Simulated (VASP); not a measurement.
Crystal: Ir.

```
Ir
1.0
     2.46361    0.00000    0.00000
     0.00000    2.46361    0.00000
     0.00000    0.00000    2.46361
Ir
1
Direct
  0.00000 0.00000 0.00000
```

```yaml
Program: VASP 6.6.1
Task: relaxation of cell and atoms
Functional: LDA
Potentials_or_basis: VASP PAW LDA potentials, release 64 (Ir)
Cutoff: 600 eV
k_mesh: 15 × 15 × 15
Occupations: fermi-dirac, width 0.1 eV
Spin: no spin polarisation
```

At the start: pressure 28.5 GPa; volume 14.95 Å³/atom.

Q: Where does the relaxation end?

A: Over 19 steps the energy falls by 104.1 meV/atom and the volume is 16.22 Å³/atom (+8.5 %); space group Pm-3m (No. 221, to 0.05 Å).

Step by step:
| step | energy change (eV) | largest force (eV/Å) | pressure (GPa) | volume (Å³) |
| --- | --- | --- | --- | --- |
| 1 | 0.0000 | 0.0000 | 28.54 | 14.95 |
| 2 | 0.7676 | 0.0000 | -39.58 | 21.49 |
| 3 | -0.1025 | 0.0000 | -2.98 | 16.39 |
| 4 | -0.1041 | 0.0000 | -0.38 | 16.24 |
| 5 | -0.1041 | 0.0000 | 0.09 | 16.21 |
| 6 | -0.1041 | 0.0000 | 0.09 | 16.21 |
| 7 | -0.1041 | 0.0000 | 0.09 | 16.21 |
| 8 | -0.1041 | 0.0000 | 0.09 | 16.21 |
| 9 | -0.1041 | 0.0000 | 0.09 | 16.21 |
| 10 | -0.1041 | 0.0000 | 0.09 | 16.21 |
| 11 | -0.1041 | 0.0000 | 0.09 | 16.21 |
| 12 | -0.1041 | 0.0000 | 0.09 | 16.21 |
| 13 | -0.1041 | 0.0000 | 0.09 | 16.21 |
| 14 | -0.1041 | 0.0000 | 0.09 | 16.21 |
| 15 | -0.1041 | 0.0000 | 0.09 | 16.21 |
| 16 | -0.1041 | 0.0000 | 0.08 | 16.21 |
| 17 | -0.1041 | 0.0000 | 0.08 | 16.21 |
| 18 | -0.1041 | 0.0000 | 0.06 | 16.21 |
| 19 | -0.1041 | 0.0000 | 0.03 | 16.22 |

Final structure:
```
Ir
1.0
     2.53115    0.00000    0.00000
     0.00000    2.53115    0.00000
     0.00000    0.00000    2.53115
Ir
1
Direct
  0.00000 0.00000 0.00000
```
